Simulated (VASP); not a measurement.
# In3Sb (Pm-3m) in VASP: further runs

Runs on In3Sb. Level: LDA. Tasks: single point.

All numbers are computed with VASP 6.6.1; they aren't measurements. Logs are shortened: lines on timing, memory, paths and dates and some standing lists are left out, and cuts for length are marked.

### 1 The cell of the first run

The structure is cubic, space group Pm-3m (No. 221). The conventional cell has a = 4.438 Å, b = 4.438 Å, c = 4.438 Å, α = 90.00°, β = 90.00°, γ = 90.00°. In (site symmetry 4/mmm) has 8 In at 3.14 Å and 4 Sb at 3.14 Å within 4.1 Å. Sb (site symmetry m-3m) has 12 In at 3.14 Å within 4.1 Å.

### 2 Single point, LDA

Contents of INCAR:

```
PREC = Accurate
ENCUT = 500
EDIFF = 1E-6
ISMEAR = -1
SIGMA = 0.1
LREAL = False
LASPH = True
NELM = 120
ALGO = Normal
ISIF = 2
LWAVE = False
LCHARG = False
GGA = CA
NBANDS = 30
GGA_COMPAT = False
```

Contents of KPOINTS:

```
Automatic mesh
0
Gamma
  4 4 4
```

Contents of POSCAR:

```
In3Sb
1.0
    4.4382970984      0.0000000000      0.0000000000
    0.0000000000      4.4382970984      0.0000000000
    0.0000000000      0.0000000000      4.4382970984
In Sb
3 1
Direct
    0.5000000000      0.5000000000      0.0000000000
    0.5000000000      0.0000000000      0.5000000000
    0.0000000000      0.5000000000      0.5000000000
    0.0000000000      0.0000000000      0.0000000000
```

Potentials or basis: VASP PAW LDA potentials, release 64 (In_d, Sb).

Command:

```console
$ cat potpaw_LDA.64/In_d/POTCAR potpaw_LDA.64/Sb/POTCAR > POTCAR
$ mpirun -np 1 vasp_std > vasp.out
```

OUTCAR:

```text
PREC = Accurate
   ENCUT = 500
   EDIFF = 1E-6
   ISMEAR = -1
   LREAL = False
   LASPH = True
   NELM = 120
   ISIF = 2
   GGA = CA

 ion  position               nearest neighbor table
   1  0.500  0.500  0.000-   2 3.14   3 3.14   4 3.14   2 3.14   3 3.14   2 3.14   4 3.14   2 3.14
                             3 3.14   4 3.14   3 3.14   4 3.14
   2  0.500  0.000  0.500-   1 3.14   3 3.14   4 3.14   1 3.14   4 3.14   1 3.14   3 3.14   1 3.14
                             3 3.14   4 3.14   4 3.14   3 3.14
   3  0.000  0.500  0.500-   1 3.14   2 3.14   4 3.14   1 3.14   4 3.14   2 3.14   4 3.14   4 3.14
                             1 3.14   2 3.14   1 3.14   2 3.14
   4  0.000  0.000  0.000-   1 3.14   2 3.14   3 3.14   2 3.14   3 3.14   1 3.14   3 3.14   3 3.14
                             1 3.14   2 3.14   2 3.14   1 3.14

  LATTYP: Found a simple cubic cell.
 ALAT       =     4.4382970984

  Lattice vectors:

 A1 = (   4.4382970984,   0.0000000000,   0.0000000000)
 A2 = (   0.0000000000,   4.4382970984,   0.0000000000)
 A3 = (   0.0000000000,   0.0000000000,   4.4382970984)

Analysis of symmetry for initial positions (statically):
=====================================================================
 Subroutine PRICEL returns:
 Original cell was already a primitive cell.

 Routine SETGRP: Setting up the symmetry group for a
 simple cubic supercell.

 Subroutine GETGRP returns: Found 48 space group operations
 (whereof 48 operations were pure point group operations)
 out of a pool of 48 trial point group operations.

The static configuration has the point symmetry O_h .

Analysis of symmetry for dynamics (positions and initial velocities):
=====================================================================
 Subroutine PRICEL returns:
 Original cell was already a primitive cell.

 Routine SETGRP: Setting up the symmetry group for a
 simple cubic supercell.

 Subroutine GETGRP returns: Found 48 space group operations
 (whereof 48 operations were pure point group operations)
 out of a pool of 48 trial point group operations.

The dynamic configuration has the point symmetry O_h .

 Subroutine INISYM returns: Found 48 space group operations
 (whereof 48 operations are pure point group operations),
 and found     1 'primitive' translations

----------------------------------------------------------------------------------------

[... 78 lines left out ...]
   LASPH  =      T    aspherical Exc in radial PAW
   ENCUT  =  500.0 eV  36.75 Ry    6.06 a.u.   8.09  8.09  8.09*2*pi/ulx,y,z
   NELM   =    120;   NELMIN=  2; NELMDL= -5     # of ELM steps
   EDIFF  = 0.1E-05   stopping-criterion for ELM
   LREAL  =      F    real-space projection
   EDIFFG = 0.1E-04   stopping-criterion for IOM
   NSW    =      0    number of steps for IOM
   IBRION =     -1    ionic relax: 0-MD 1-quasi-New 2-CG
   NFREE  =      0    steps in history (QN), initial steepest desc. (CG)
   ISIF   =      2    stress and relaxation
   ISYM   =      2    0-nonsym 1-usesym 2-fastsym
   POTIM  = 0.5000    time-step for ionic-motion
   TEBEG  =    0.0;   TEEND  =   0.0 temperature during run
   PSTRESS=    0.0 pullay stress
   NELECT =      44.0000    total number of electrons
   NUPDOWN=      -1.0000    fix difference up-down
   EMIN   =  10.00;   EMAX   =-10.00  energy-range for DOS
   EFERMI =   0.00;   METHOD = LEGACY
   ISMEAR =    -1;   SIGMA  =   0.10  broadening in eV -4-tet -1-fermi 0-gaus
   EFERMI_NEDOS =   21; number of points for ismear=-14 and -15
   IALGO  =     38    algorithm
   IMIX   =      4    mixing-type and parameters
     AMIX     =   0.40;   BMIX     =  1.00
     AMIX_MAG =   1.60;   BMIX_MAG =  1.00
  volume/ion in A,a.u.               =      21.86       147.50
  Fermi-wavevector in a.u.,A,eV,Ry     =   1.302195  2.460792 23.071560  1.695712
  Thomas-Fermi vector in A             =   2.433279
   LORBIT       =      0    0 simple, 1 ext, 2 COOP (PROOUT), +10 PAW based schemes
   GGA     = CA    functional components
   LHFCALC =     F    Hartree Fock is set to
   AEXX    =    0.0000 exact exchange contribution
   IVDW    =     0    specifies the selected vdW correction
   LEPSILON=     F    determine dielectric tensor
   LRPA    =     F    only Hartree local field effects (RPA)
 non-spin polarized calculation
  energy-cutoff  :      500.00
  volume of cell :       87.43
 maximum number of plane-waves:      2272
   NGX = 17   NGY = 17   NGZ = 17

 number of electron      43.9999982 magnetization

 Free energy of the ion-electron system (eV)
  ---------------------------------------------------
  ext. energy  EPLUGINS =         0.00000000
  ---------------------------------------------------
  free energy    TOTEN  =       -14.03346515 eV

  energy without entropy =      -13.99254974  energy(sigma->0) =      -14.01300744

 E-fermi :  10.0515     XC(G=0): -11.3857

 val. band max:       10.0206004178   @ k =   0.5000   0.0000   0.0000
 cond. band min:      10.4476229637   @ k =   0.5000   0.2500   0.2500
 fundamental gap:      0.4270225459
 Fermi energy:        10.0514700707

 k-point     1 :       0.0000    0.0000    0.0000
  band No.  band energies     occupation
      1      -5.1737      2.00000
      2      -5.1167      2.00000
      3      -5.1167      2.00000
      4      -5.1167      2.00000
      5      -4.9037      2.00000
      6      -4.9037      2.00000
[... 319 lines left out ...]
     29      19.2771      0.00000
     30      19.5140      0.00000

------------------------ aborting loop because EDIFF is reached ----------------------------------------

  FORCE on cell =-STRESS in cart. coord.  units (eV):
  Direction    XX          YY          ZZ          XY          YZ          ZX
  --------------------------------------------------------------------------------------
  -------------------------------------------------------------------------------------
  Total        5.5376785      5.5376785      5.5376785      0.0000000      0.0000000     -0.0000000
  in kB      101.4820452    101.4820452    101.4820452      0.0000000      0.0000000     -0.0000000
  external PRESSURE =     101.4820452 kB  Pullay stress =       0.0000000 kB

 VOLUME and BASIS-vectors are now :
 -----------------------------------------------------------------------------
  energy-cutoff  :      500.00
  volume of cell :       87.43
      direct lattice vectors                 reciprocal lattice vectors
     4.438297098  0.000000000  0.000000000     0.225311640  0.000000000  0.000000000
     0.000000000  4.438297098  0.000000000     0.000000000  0.225311640  0.000000000
     0.000000000  0.000000000  4.438297098     0.000000000  0.000000000  0.225311640

 POSITION                                       TOTAL-FORCE (eV/Angst)
 -----------------------------------------------------------------------------------
      2.21915      2.21915      0.00000         0.000000      0.000000      0.000000
      2.21915      0.00000      2.21915         0.000000      0.000000      0.000000
      0.00000      2.21915      2.21915         0.000000      0.000000      0.000000
      0.00000      0.00000      0.00000         0.000000      0.000000      0.000000
 -----------------------------------------------------------------------------------
    total drift:                                0.000000     -0.000000     -0.000000

  FREE ENERGIE OF THE ION-ELECTRON SYSTEM (eV)
  ---------------------------------------------------
  free  energy   TOTEN  =       -14.0334651472 eV

  energy  without entropy=      -13.9925497365  energy(sigma->0) =      -14.01300744
```

OSZICAR:

```text
N       E                     dE             d eps       ncg     rms          rms(c)
DAV:   1     0.395390968930E+03    0.39539E+03   -0.20120E+04   600   0.191E+03
DAV:   2     0.257665092917E+02   -0.36962E+03   -0.36210E+03   600   0.445E+02
DAV:   3    -0.126323240578E+02   -0.38399E+02   -0.37690E+02   730   0.165E+02
DAV:   4    -0.141261889446E+02   -0.14939E+01   -0.14917E+01   718   0.345E+01
DAV:   5    -0.141942800477E+02   -0.68091E-01   -0.68086E-01   912   0.626E+00    0.684E+00
DAV:   6    -0.140707804331E+02    0.12350E+00   -0.20238E-01   788   0.686E+00    0.342E+00
DAV:   7    -0.140366241080E+02    0.34156E-01   -0.64072E-02   860   0.321E+00    0.554E-01
DAV:   8    -0.140336544497E+02    0.29697E-02   -0.70985E-03   838   0.109E+00    0.168E-01
DAV:   9    -0.140334645311E+02    0.18992E-03   -0.51999E-04   898   0.202E-01    0.600E-02
DAV:  10    -0.140334650891E+02   -0.55804E-06   -0.32152E-05   894   0.566E-02    0.113E-02
DAV:  11    -0.140334651472E+02   -0.58104E-07   -0.13669E-06   518   0.118E-02
   1 F= -.14033465E+02 E0= -.14013007E+02  d E =-.409154E-01
```

stdout:

```text
POSCAR found type information on POSCAR InSb
 POSCAR found :  2 types and       4 ions
 scaLAPACK will be used
 LDA part: xc-table for (Slater(with rela. corr.)+CA(PZ))
 , standard interpolation
 POSCAR, INCAR and KPOINTS ok, starting setup
 FFT: planning ... GRIDC
 FFT: planning ... GRID_SOFT
 FFT: planning ... GRID
 WAVECAR not read
 entering main loop
```

It took 8.3 s on 1 thread of Intel Xeon 6975P-C (Granite Rapids), shared host; peak memory 0.16 GiB.

What came out:

```
Free energy            : -14.0335 eV
Pressure               : 10.1 GPa
Band gap on the k mesh : zero (bands 22 and 23 overlap by 5.03 eV)
```

Levels at points of the mesh, in eV from the Fermi level:
```
           k point  band 19  band 20  band 21  band 22  band 23  band 24  band 25  band 26
(0.00, 0.00, 0.00)    -4.03    -4.03    -2.24    -2.24     2.45     2.45     2.45     4.06
(0.50, 0.00, 0.00)    -2.25    -2.25    -1.32    -0.78    -0.78    -0.03     0.60     5.22
(0.50, 0.50, 0.00)    -6.93    -0.91    -0.25     0.64     0.64     1.32     1.32     1.71
(0.50, 0.50, 0.50)    -5.48    -4.87    -4.87    -4.87    -4.38     6.53     6.53     6.53
```

Caveat: the cell stands under pressure; spin-orbit coupling is left out, which moves the levels of the heavy elements.

### 3 Single point, LDA

This run uses another cell than the first one, of 23.09 Å³/atom.

Contents of INCAR:

```
SYSTEM = In3Sb
ALGO = Normal ; EDIFF = 1E-6
ENCUT = 500 ; GGA = CA
GGA_COMPAT = .FALSE. ; ISIF = 2
ISMEAR = -1 ; LASPH = .TRUE.
LCHARG = .FALSE. ; LREAL = .FALSE.
LWAVE = .FALSE. ; NBANDS = 30
NELM = 120 ; PREC = Accurate
SIGMA = 0.1
```

Contents of KPOINTS:

```
k-points
0
G
  4 4 4
  0 0 0
```

Contents of POSCAR:

```
In3Sb
1.0
    4.5205503936      0.0000000000      0.0000000000
    0.0000000000      4.5205503936      0.0000000000
    0.0000000000      0.0000000000      4.5205503936
In Sb
3 1
Direct
    0.5000000000      0.5000000000      0.0000000000
    0.5000000000      0.0000000000      0.5000000000
    0.0000000000      0.5000000000      0.5000000000
    0.0000000000      0.0000000000      0.0000000000
```

Potentials or basis: VASP PAW LDA potentials, release 64 (In_d, Sb).

Command:

```console
$ cat potpaw_LDA.64/In_d/POTCAR potpaw_LDA.64/Sb/POTCAR > POTCAR
$ mpirun -np 1 vasp_std > vasp.out
```

Wall time 14 s (1 thread of Intel Xeon 6975P-C (Granite Rapids), shared host); peak memory 0.17 GiB.

The run converged. Its results:

```yaml
Free_energy: -14.2676 eV
Pressure: 5.1 GPa
Band_gap_on_the_k_mesh: zero (bands 22 and 23 overlap by 4.61 eV)
```

Levels at points of the mesh, in eV from the Fermi level:
| k point | band 19 | band 20 | band 21 | band 22 | band 23 | band 24 | band 25 | band 26 |
| --- | --- | --- | --- | --- | --- | --- | --- | --- |
| (0.00, 0.00, 0.00) | -3.80 | -3.80 | -2.33 | -2.33 | 2.35 | 2.35 | 2.35 | 3.96 |
| (0.50, 0.00, 0.00) | -2.15 | -2.15 | -1.50 | -0.69 | -0.69 | -0.04 | 0.66 | 4.99 |
| (0.50, 0.50, 0.00) | -6.68 | -0.91 | -0.28 | 0.49 | 0.49 | 1.32 | 1.32 | 1.58 |
| (0.50, 0.50, 0.50) | -5.17 | -4.83 | -4.83 | -4.83 | -4.12 | 6.15 | 6.15 | 6.15 |

Caveat: the cell stands under pressure; spin-orbit coupling is left out, which moves the levels of the heavy elements.

### 4 Single point, LDA

This run uses another cell than the first one, of 24.09 Å³/atom.

Contents of INCAR:

```
SYSTEM = In3Sb
PREC     = Accurate       ! precision mode
ENCUT    = 500            ! plane-wave cutoff, eV
EDIFF    = 1E-6           ! SCF threshold, eV
ISMEAR   = -1             ! smearing method
SIGMA    = 0.1            ! smearing width, eV
LREAL    = .False.        ! projectors in reciprocal space
LASPH    = .True.         ! aspherical terms in the spheres
NELM     = 120            ! most SCF steps
ALGO     = Normal         ! electronic algorithm
ISIF     = 2              ! what is computed and relaxed
LWAVE    = .False.        ! write WAVECAR
LCHARG   = .False.        ! write CHGCAR
NBANDS   = 30             ! bands
GGA_COMPAT= .False.
```

Contents of KPOINTS:

```
Automatic mesh
0
Gamma
  4 4 4
  0 0 0
```

Contents of POSCAR:

```
In3Sb
1.0
    4.5847463490      0.0000000000      0.0000000000
    0.0000000000      4.5847463490      0.0000000000
    0.0000000000      0.0000000000      4.5847463490
In Sb
3 1
Direct
    0.5000000000      0.5000000000      0.0000000000
    0.5000000000      0.0000000000      0.5000000000
    0.0000000000      0.5000000000      0.5000000000
    0.0000000000      0.0000000000      0.0000000000
```

Potentials or basis: VASP PAW LDA potentials, release 64 (In_d, Sb).

Command:

```console
$ cat potpaw_LDA.64/In_d/POTCAR potpaw_LDA.64/Sb/POTCAR > POTCAR
$ mpirun -np 1 vasp_std > vasp.out
```

OUTCAR:

```text
SYSTEM = In3Sb
   PREC = Accurate
   ENCUT = 500
   EDIFF = 1E-6
   ISMEAR = -1
   LREAL = .False.
   LASPH = .True.
   NELM = 120
   ISIF = 2

 ion  position               nearest neighbor table
   1  0.500  0.500  0.000-   2 3.24   3 3.24   4 3.24   2 3.24   3 3.24   2 3.24   4 3.24   2 3.24
                             3 3.24   4 3.24   3 3.24   4 3.24
   2  0.500  0.000  0.500-   1 3.24   3 3.24   4 3.24   1 3.24   4 3.24   1 3.24   3 3.24   1 3.24
                             3 3.24   4 3.24   4 3.24   3 3.24
[... 518 lines left out ...]
  --------------------------------------------------------------------------------------
  -------------------------------------------------------------------------------------
  Total        1.2286017      1.2286017      1.2286017     -0.0000000     -0.0000000     -0.0000000
  in kB       20.4256441     20.4256441     20.4256441     -0.0000000     -0.0000000     -0.0000000
  external PRESSURE =      20.4256441 kB  Pullay stress =       0.0000000 kB

 VOLUME and BASIS-vectors are now :
 -----------------------------------------------------------------------------
  energy-cutoff  :      500.00
  volume of cell :       96.37
      direct lattice vectors                 reciprocal lattice vectors
     4.584746349  0.000000000  0.000000000     0.218114575  0.000000000  0.000000000
     0.000000000  4.584746349  0.000000000     0.000000000  0.218114575  0.000000000
     0.000000000  0.000000000  4.584746349     0.000000000  0.000000000  0.218114575

 POSITION                                       TOTAL-FORCE (eV/Angst)
 -----------------------------------------------------------------------------------
      2.29237      2.29237      0.00000         0.000000      0.000000      0.000000
      2.29237      0.00000      2.29237         0.000000      0.000000      0.000000
      0.00000      2.29237      2.29237         0.000000      0.000000      0.000000
      0.00000      0.00000      0.00000         0.000000      0.000000      0.000000
 -----------------------------------------------------------------------------------
    total drift:                                0.000000      0.000000      0.000000

  FREE ENERGIE OF THE ION-ELECTRON SYSTEM (eV)
  ---------------------------------------------------
  free  energy   TOTEN  =       -14.3566281216 eV

  energy  without entropy=      -14.3013959382  energy(sigma->0) =      -14.32901203
```

Run time: 14 s. Hardware: 1 thread of Intel Xeon 6975P-C (Granite Rapids), shared host; peak memory 0.18 GiB.

What came out:

```
Free energy            : -14.3566 eV
Pressure               : 2.0 GPa
Band gap on the k mesh : zero (bands 22 and 23 overlap by 4.31 eV)
```

Caveat: spin-orbit coupling is left out, which moves the levels of the heavy elements.

### 5 Single point, LDA

This run uses another cell than the first one, of 24.97 Å³/atom.

Contents of INCAR:

```
SYSTEM = In3Sb
  ALGO = Normal
  EDIFF = 1E-6
  ENCUT = 500
  GGA = CA
  GGA_COMPAT = .False.
  ISIF = 2
  ISMEAR = -1
  LASPH = .True.
  LCHARG = .True.
  LELF = .True.
  LREAL = .False.
  LVHAR = .True.
  LWAVE = .False.
  NBANDS = 30
  NELM = 120
  PREC = Accurate
  SIGMA = 0.1
```

Contents of KPOINTS:

```
k-points
0
Gamma
  4 4 4
  0 0 0
```

Contents of POSCAR:

```
In3Sb
1.0
    4.6396319212      0.0000000000      0.0000000000
    0.0000000000      4.6396319212      0.0000000000
    0.0000000000      0.0000000000      4.6396319212
In Sb
3 1
Direct
    0.5000000000      0.5000000000      0.0000000000
    0.5000000000      0.0000000000      0.5000000000
    0.0000000000      0.5000000000      0.5000000000
    0.0000000000      0.0000000000      0.0000000000
```

Command:

```console
$ cat potpaw_LDA.64/In_d/POTCAR potpaw_LDA.64/Sb/POTCAR > POTCAR
$ mpirun -np 1 vasp_std > vasp.out
```

Run time: 16 s. Hardware: 1 thread of Intel Xeon 6975P-C (Granite Rapids), shared host; peak memory 0.18 GiB.

Results (log left out):

```
Free energy            : -14.3796 eV
Pressure               : 0.0 GPa
Band gap on the k mesh : zero (bands 22 and 23 overlap by 4.07 eV)
```

Levels at points of the mesh, in eV from the Fermi level:
```
           k point  band 20  band 21  band 22  band 23  band 24  band 25
(0.00, 0.00, 0.00)    -3.48    -2.45    -2.45     2.23     2.23     2.23
(0.50, 0.00, 0.00)    -1.98    -1.75    -0.57    -0.57    -0.03     0.77
(0.50, 0.50, 0.00)    -0.87    -0.31     0.30     0.30     1.33     1.33
(0.50, 0.50, 0.50)    -4.74    -4.74    -4.74    -3.77     5.66     5.66
```

Caveat: spin-orbit coupling is left out, which moves the levels of the heavy elements.

### 6 The runs side by side

```csv
cell,gap on the mesh (eV),pressure (GPa)
"a = 4.438 Å, 4 atoms",none,10.1
"a = 4.521 Å, 4 atoms",none,5.1
"a = 4.585 Å, 4 atoms",none,2.0
"a = 4.640 Å, 4 atoms",none,0.0
```

Alike in all rows: task single point; level LDA; potentials or basis VASP PAW LDA potentials, release 64 (In_d, Sb); no spin polarisation; k mesh 4 × 4 × 4; cutoff (eV) 500; smearing fermi-dirac 0.1 eV.

Caveats: spin-orbit coupling is left out, which moves the levels of the heavy elements; the cell stands under pressure (at least some runs).

Total energies depend on the potentials used, so only differences within one code and one set of settings carry meaning.
